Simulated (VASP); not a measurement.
TiO2, 6 atoms in the cell. It takes space group C2/c (No. 15, monoclinic). The conventional cell has a = 5.412 Å, b = 5.413 Å, c = 5.472 Å, α = 90.00°, β = 118.77°, γ = 90.00°. Within 2.6 Å of Ti (site symmetry 2) lie 6 O at 1.93 to 2.00 Å. Within 2.6 Å of O (site symmetry 1) lie 3 Ti at 1.93 to 2.00 Å and 2 O at 2.50 Å. 

| Property | Result |
| --- | --- |
| Program | VASP 6.6.1 |
| Task | single point |
| Functional | PBEsol |
| Potentials or basis | VASP PAW PBE potentials, release 64 (Ti_sv, O) |
| Cutoff | 520 eV |
| k mesh | 6 × 6 × 6 |
| Occupations | gaussian, width 0.01 eV |
| Spin | no spin polarisation |
| Dipole correction | no |
| Further INCAR settings | ALGO = Normal; EDIFF = 1e-06; NBANDS = 33 |

Potentials or basis: VASP PAW PBE potentials, release 64 (Ti_sv, O).

The run is started by

```console
$ cat potpaw_PBE.64/Ti_sv/POTCAR potpaw_PBE.64/O/POTCAR > POTCAR
$ mpirun -np 1 vasp_std > vasp.out
```

Hardware: 1 thread of Intel(R) Xeon(R) Platinum 8488C (Sapphire Rapids), on a shared host.

Estimate the wall time of this run.

It took 92 s on 1 thread of Intel(R) Xeon(R) Platinum 8488C (Sapphire Rapids), on a shared host, peak memory 0.25 GiB. Counts: scf iterations 16, k points 68.
